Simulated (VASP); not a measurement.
A run of VASP 6.6.1 is set up as follows.

Contents of INCAR:

```
SYSTEM = BaH
PREC = Accurate
ENCUT = 910
EDIFF = 1E-7
ISMEAR = 0
SIGMA = 0.1
LREAL = .False.
LASPH = .True.
NELM = 120
ALGO = Normal
ISIF = 3
LWAVE = .False.
LCHARG = .False.
GGA = PE
IBRION = 2
NSW = 100
EDIFFG = -0.01
GGA_COMPAT = .False.
NELMIN = 4
```

File KPOINTS:

```
regular mesh
0
Gamma
  16 16 16
  0 0 0
```

POSCAR

```
BaH
1.0
    3.5692506304      0.0000000000      0.0000000000
    0.0000000000      3.5692506304      0.0000000000
    0.0000000000      0.0000000000      3.5692506304
Ba H
1 1
Direct
    0.0000000000      0.0000000000      0.0000000000
    0.5000000000      0.5000000000      0.5000000000
```

Potentials or basis: VASP PAW PBE potentials, release 64 (Ba_sv, H_h).

Launch:

```sh
$ cat potpaw_PBE.64/Ba_sv/POTCAR potpaw_PBE.64/H_h/POTCAR > POTCAR
$ mpirun -np 1 vasp_std > vasp.out
```

(1) Estimate the relaxed cell.

(2) What does it give for the relaxed volume?

(3) Estimate the band gap on the k mesh.

Answers

(1) a = 3.609 Å, b = 3.609 Å, c = 3.609 Å, α = 90.00°, β = 90.00°, γ = 90.00°.

(2) 23.51 Å³/atom.

(3) zero (an odd number of electrons rules out a gap without spin polarisation).

Caveat: spin-orbit coupling is left out, which moves the levels of the heavy elements.
